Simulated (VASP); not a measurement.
A run of VASP 6.6.1 is set up as follows.

Contents of INCAR:

```
SYSTEM = Mg
ALGO = Normal
EDIFF = 1E-6
ENCUT = 520
GGA = PS
ISIF = 2
ISMEAR = -1
LASPH = .TRUE.
LCHARG = .TRUE.
LELF = .TRUE.
LREAL = .FALSE.
LVHAR = .TRUE.
LWAVE = .FALSE.
NBANDS = 9
NELM = 80
PREC = Accurate
SIGMA = 0.08
```

Contents of KPOINTS:

```
k-points
0
G
  12 12 7
  0 0 0
```

The input POSCAR:

```
Mg
1.0
    3.1877321484      0.0000000000      0.0000000000
   -1.5938660741      2.7606570210      0.0000000000
    0.0000000000      0.0000000000      5.1753602886
Mg
2
Direct
    0.3333333333      0.6666666667      0.2500000000
    0.6666666667      0.3333333333      0.7500000000
```

Potentials or basis: VASP PAW PBE potentials, release 64 (Mg).

Run with:

```console
$ cat potpaw_PBE.64/Mg/POTCAR > POTCAR
$ mpirun -np 1 vasp_std > vasp.out
```

What does it give for the band gap on the k mesh?

Zero (bands 2 and 3 overlap by 2.24 eV).

Estimate the pressure.

-0.5 GPa.

Stress tensor (GPa, compression positive):
```
-0.21  0.00  0.00
 0.00 -0.21  0.00
 0.00  0.00 -1.01
```

Caveat: the PAW data sets were made with another functional, which shifts forces and pressure a little.
